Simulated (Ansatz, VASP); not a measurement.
## Ba in VASP and in Ansatz

```
CELL_PARAMETERS angstrom
-2.55000 2.55000 2.50000
2.55000 -2.55000 2.50000
2.45000 2.45000 -2.50000
ATOMIC_POSITIONS crystal
Ba 0.00000 0.00000 0.00000
```

Change from the starting cell: xy shear strain of -4 %.

Alike in both runs: task single point; functional PBE; k mesh 10 × 10 × 10; occupations fermi-dirac, width 0.03 eV; no spin polarisation.

|  | VASP | Ansatz |
| --- | --- | --- |
| version | VASP 6.6.1 | Ansatz 0.2.0 |
| potentials or method | VASP PAW PBE potentials, release 64 (Ba_sv), cutoff 520 eV | all-electron LAPW, scalar-relativistic |

Ansatz gave:

* pressure (GPa): 0.1
* traceless stress, the component that is largest in VASP (GPa): 0.42

**Question.** Which values does VASP return?

**Answer.** Pressure (GPa): 0.2; traceless stress, the component that is largest in VASP (GPa): 0.42.

Ansatz ran all-electron here, and VASP with PAW potentials.

Neither program's run includes spin-orbit coupling.
